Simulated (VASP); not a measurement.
# Hf2N (P4_2/mnm) in VASP: a series of runs, part 2 of 2

VASP 6.6.1. Earlier steps stand in the parts before.

### Step 3. Single point, PBEsol (strain +0.030 along x and y, +0.000 along z)

The input, INCAR:

```
SYSTEM = Hf2N
ALGO = Normal ; EDIFF = 1E-6
ENCUT = 520 ; GGA = PS
ISIF = 2 ; ISMEAR = 0
LASPH = .TRUE. ; LCHARG = .TRUE.
LELF = .TRUE. ; LREAL = .FALSE.
LVHAR = .TRUE. ; LWAVE = .FALSE.
NBANDS = 34 ; NELM = 100
PREC = Accurate ; SIGMA = 0.15
```

The input, KPOINTS:

```
k-points
0
G
  10 10 14
  0 0 0
```

The input, POSCAR:

```
Hf2N
1.0
    5.4544050923      0.0000000000      0.0000000000
    0.0000000000      5.4544050923      0.0000000000
    0.0000000000      0.0000000000      3.2274489833
Hf N
4 2
Direct
    0.2954633019      0.2954633019      0.0000000000
    0.7045366981      0.7045366981      0.0000000000
    0.7954633019      0.2045366981      0.5000000000
    0.2045366981      0.7954633019      0.5000000000
    0.0000000000      0.0000000000      0.0000000000
    0.5000000000      0.5000000000      0.5000000000
```

Potentials or basis: VASP PAW PBE potentials, release 64 (Hf_pv, N).

Command:

```
$ cat potpaw_PBE.64/Hf_pv/POTCAR potpaw_PBE.64/N/POTCAR > POTCAR
$ mpirun -np 1 vasp_std > vasp.out
```

OUTCAR:

```text
SYSTEM = Hf2N
   EDIFF = 1E-6
   ENCUT = 520
   GGA = PS
   ISIF = 2
   ISMEAR = 0
   LASPH = .TRUE.
   LREAL = .FALSE.
   NELM = 100
   PREC = Accurate

 ion  position               nearest neighbor table
   1  0.295  0.295  0.000-   6 2.26   6 2.26   5 2.28   2 3.16   4 3.21   3 3.21   4 3.21   3 3.21
                             4 3.21   4 3.21   3 3.21   3 3.21
   2  0.705  0.705  0.000-   6 2.26   6 2.26   5 2.28   1 3.16   4 3.21   3 3.21   4 3.21   3 3.21
                             3 3.21   3 3.21   4 3.21   4 3.21
   3  0.795  0.205  0.500-   5 2.26   5 2.26   6 2.28   4 3.16   1 3.21   1 3.21   2 3.21   2 3.21
                             2 3.21   2 3.21   1 3.21   1 3.21
   4  0.205  0.795  0.500-   5 2.26   5 2.26   6 2.28   3 3.16   1 3.21   1 3.21   2 3.21   2 3.21
                             1 3.21   1 3.21   2 3.21   2 3.21
   5  0.000  0.000  0.000-   3 2.26   4 2.26   3 2.26   4 2.26   1 2.28   2 2.28
   6  0.500  0.500  0.500-   1 2.26   2 2.26   1 2.26   2 2.26   3 2.28   4 2.28

  LATTYP: Found a simple tetragonal cell.
 ALAT       =     5.4544050923
 C/A-ratio  =     0.5917142069

  Lattice vectors:

 A1 = (   5.4544050923,   0.0000000000,   0.0000000000)
 A2 = (   0.0000000000,   5.4544050923,   0.0000000000)
 A3 = (   0.0000000000,   0.0000000000,   3.2274489833)

Analysis of symmetry for initial positions (statically):
[... 184 lines left out ...]
 E-fermi :   5.4474     XC(G=0): -11.8714

 val. band max:        5.4470908988   @ k =   0.2000   0.0000   0.0714
 cond. band min:       5.4484491967   @ k =   0.4000   0.3000   0.1429
 fundamental gap:      0.0013582979
 Fermi energy:         5.4473667619

 k-point     1 :       0.0000    0.0000    0.0000
  band No.  band energies     occupation
      1     -25.6934      2.00000
      2     -25.3097      2.00000
      3     -25.2557      2.00000
      4     -25.2557      2.00000
      5     -24.9949      2.00000
      6     -24.9206      2.00000
[... 877 lines left out ...]
     33       8.4531      0.00000
     34       9.0517      0.00000

 [... further k-points ...]
[... 5 lines left out ...]
  --------------------------------------------------------------------------------------
  -------------------------------------------------------------------------------------
  Total       -8.3083372     -8.3083372     -4.0641621     -0.0000000      0.0000000      0.0000000
  in kB     -138.6342478   -138.6342478    -67.8152619     -0.0000000      0.0000000      0.0000000
  external PRESSURE =    -115.0279191 kB  Pullay stress =       0.0000000 kB

 VOLUME and BASIS-vectors are now :
 -----------------------------------------------------------------------------
  energy-cutoff  :      520.00
  volume of cell :       96.02
      direct lattice vectors                 reciprocal lattice vectors
     5.454405092  0.000000000  0.000000000     0.183338051  0.000000000  0.000000000
     0.000000000  5.454405092  0.000000000     0.000000000  0.183338051  0.000000000
     0.000000000  0.000000000  3.227448983     0.000000000  0.000000000  0.309842233

 POSITION                                       TOTAL-FORCE (eV/Angst)
 -----------------------------------------------------------------------------------
      1.61158      1.61158      0.00000         0.129843      0.129843      0.000000
      3.84283      3.84283      0.00000        -0.129843     -0.129843      0.000000
      4.33878      1.11563      1.61372         0.129843     -0.129843      0.000000
      1.11563      4.33878      1.61372        -0.129843      0.129843      0.000000
      0.00000      0.00000      0.00000         0.000000      0.000000      0.000000
      2.72720      2.72720      1.61372         0.000000      0.000000      0.000000
 -----------------------------------------------------------------------------------
    total drift:                                0.000000     -0.000000      0.000000

  FREE ENERGIE OF THE ION-ELECTRON SYSTEM (eV)
  ---------------------------------------------------
  free  energy   TOTEN  =       -67.2458228013 eV

  energy  without entropy=      -67.2160462475  energy(sigma->0) =      -67.23093452
```

OSZICAR:

```text
N       E                     dE             d eps       ncg     rms          rms(c)
DAV:   1     0.218876967592E+03    0.21888E+03   -0.27421E+04 11432   0.144E+03
DAV:   2    -0.587549631422E+02   -0.27763E+03   -0.26604E+03 14136   0.355E+02
DAV:   3    -0.737355848208E+02   -0.14981E+02   -0.14567E+02 14722   0.594E+01
DAV:   4    -0.740131837797E+02   -0.27760E+00   -0.27607E+00 14300   0.852E+00
DAV:   5    -0.740194342128E+02   -0.62504E-02   -0.62403E-02 14820   0.105E+00    0.959E+01
DAV:   6    -0.677449108731E+02    0.62745E+01   -0.35135E+01 13722   0.233E+01    0.674E+01
DAV:   7    -0.674720467724E+02    0.27286E+00   -0.59272E+00 13696   0.109E+01    0.203E+01
DAV:   8    -0.672593667575E+02    0.21268E+00   -0.93765E-01 14386   0.416E+00    0.296E+00
DAV:   9    -0.672520228639E+02    0.73439E-02   -0.21284E-01 13592   0.196E+00    0.334E+00
DAV:  10    -0.672461807109E+02    0.58422E-02   -0.48621E-02 13986   0.929E-01    0.124E+00
DAV:  11    -0.672460330422E+02    0.14767E-03   -0.68999E-03 14084   0.371E-01    0.697E-01
DAV:  12    -0.672458328991E+02    0.20014E-03   -0.51836E-04 13822   0.104E-01    0.355E-01
DAV:  13    -0.672458219768E+02    0.10922E-04   -0.17930E-04 14124   0.502E-02    0.255E-02
DAV:  14    -0.672458228013E+02   -0.82452E-06   -0.51988E-06 13154   0.116E-02
   1 F= -.67245823E+02 E0= -.67230935E+02  d E =-.297766E-01
```

Run time: 6.8 min. Hardware: 1 thread of Intel Xeon 6975P-C, shared host; peak memory 0.51 GiB.

What came out:

| Property | Result |
| --- | --- |
| Free energy | -67.2458 eV |
| Pressure | -11.5 GPa |
| Largest force | 0.184 eV/Å |
| Band gap on the k mesh | zero (band 25 reaches 6.74 eV, above the bottom of band 26 at 4.26 eV) |

Forces on the atoms (eV/Å):
```
Hf   0.130  0.130  0.000
Hf  -0.130 -0.130  0.000
Hf   0.130 -0.130  0.000
Hf  -0.130  0.130  0.000
N    0.000  0.000  0.000
N    0.000  0.000  0.000
```

Caveat: the cell differs from its parent crystal (strain +0.030 along x and y, +0.000 along z); the PAW data sets were made with another functional, which shifts forces and pressure a little; spin-orbit coupling is left out, which moves the levels of the heavy elements.

### Step 4. Single point, PBEsol (strain +0.030 along x and y, +0.030 along z)

The input, INCAR:

```
PREC = Accurate ; ENCUT = 520
EDIFF = 1E-6 ; ISMEAR = 0
SIGMA = 0.15 ; LREAL = F
LASPH = T ; NELM = 100
ALGO = Normal ; ISIF = 2
LWAVE = F ; LCHARG = T
GGA = PS ; LELF = T
LVHAR = T ; NBANDS = 34
```

The input, KPOINTS:

```
Automatic mesh
0
Gamma
  10 10 14
```

POSCAR, as its differences from that of step 3:

```diff
@@ -4,3 +4,3 @@
     0.0000000000      5.4544050923      0.0000000000
-    0.0000000000      0.0000000000      3.2274489833
+    0.0000000000      0.0000000000      3.3242724528
 Hf N
```

Command:

```
$ cat potpaw_PBE.64/Hf_pv/POTCAR potpaw_PBE.64/N/POTCAR > POTCAR
$ mpirun -np 1 vasp_std > vasp.out
```

Run time: 8 min. Hardware: 1 thread of Intel Xeon 6975P-C, shared host; peak memory 0.54 GiB.

Results (log left out):

```yaml
Free_energy: -67.0306 eV
Pressure: -16.2 GPa
Largest_force: 0.135 eV/Å
Band_gap_on_the_k_mesh: zero (band 25 reaches 6.49 eV, above the bottom of band 26 at 4.08 eV)
```

Forces in eV/Å, atoms in the order of the input:
```
Hf   0.095  0.095  0.000
Hf  -0.095 -0.095  0.000
Hf   0.095 -0.095  0.000
Hf  -0.095  0.095  0.000
N    0.000  0.000  0.000
N    0.000  0.000  0.000
```

Stress tensor (GPa, compression positive):
```
-15.88   0.00   0.00
  0.00 -15.88   0.00
  0.00   0.00 -16.90
```

Levels at points of the mesh, in eV from the Fermi level:
| k point | band 22 | band 23 | band 24 | band 25 | band 26 | band 27 | band 28 | band 29 |
| --- | --- | --- | --- | --- | --- | --- | --- | --- |
| (0.00, 0.00, 0.00) | -1.97 | -0.29 | 0.76 | 0.99 | 1.00 | 1.00 | 1.42 | 1.65 |
| (0.50, 0.00, 0.00) | -2.38 | -0.98 | -0.98 | 1.24 | 1.24 | 1.72 | 1.72 | 1.79 |
| (0.50, 0.50, 0.00) | -1.65 | -1.38 | -1.38 | 0.98 | 0.98 | 1.37 | 1.37 | 1.53 |
| (0.00, 0.00, 0.50) | -1.40 | -1.20 | -1.20 | -1.17 | -1.17 | 1.99 | 1.99 | 3.39 |
| (0.50, 0.00, 0.50) | -1.78 | -1.16 | -1.16 | -0.90 | -0.90 | 1.63 | 1.63 | 3.47 |
| (0.50, 0.50, 0.50) | -1.57 | -0.73 | -0.73 | -0.68 | -0.68 | 1.14 | 1.14 | 2.70 |

Caveat: the cell differs from its parent crystal (strain +0.030 along x and y, +0.030 along z); the PAW data sets were made with another functional, which shifts forces and pressure a little; spin-orbit coupling is left out, which moves the levels of the heavy elements.

### Step 5. Summary

```csv
cell,gap on the mesh (eV),pressure (GPa),largest force (eV/Å)
"a = 5.454, b = 5.454, c = 3.131 Å, 6 atoms",none,-5.7,0.18
"a = 5.454, b = 5.454, c = 3.227 Å, 6 atoms",none,-11.5,0.18
"a = 5.454, b = 5.454, c = 3.324 Å, 6 atoms",none,-16.2,0.13
```

Alike in all rows: task single point; level PBEsol; potentials or basis VASP PAW PBE potentials, release 64 (Hf_pv, N); no spin polarisation; k mesh 10 × 10 × 14; cutoff (eV) 520; smearing gaussian 0.15 eV.

Caveats: the PAW data sets were made with another functional, which shifts forces and pressure a little; spin-orbit coupling is left out, which moves the levels of the heavy elements.

Absolute energies hang on the potentials; compare differences alone.
